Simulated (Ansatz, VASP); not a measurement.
# HfRu: VASP beside Ansatz

```
Hf Ru
1.0
     3.28825    0.00000    0.00000
     0.00000    3.28825    0.00000
     0.00000    0.00000    3.28825
Hf Ru
1 1
Direct
  0.00000 0.00000 0.00000
  0.50000 0.50000 0.50000
```

Change from the starting cell: volume scaled by 1.06, crystal datasets.

Alike in both runs: task electric field gradients; functional PBEsol; k mesh 11 × 11 × 11; occupations fermi-dirac, width 0.08 eV; no spin polarisation.

```csv
,VASP,Ansatz
version,VASP 6.6.1,Ansatz 0.2.0
potentials or method,"VASP PAW PBE potentials, release 64 (Hf_pv, Ru_pv), cutoff 520 eV","all-electron PAW with datasets made for the crystal, scalar-relativistic"
```

Ansatz gave:

* pressure (GPa): -13.3

Question: What did VASP give for the same quantities?

Answer: Pressure (GPa): -14.3.

VASP's potentials were made for PBE, not for PBEsol. Ansatz ran all-electron here, and VASP with PAW potentials.

Spin-orbit coupling is off throughout.
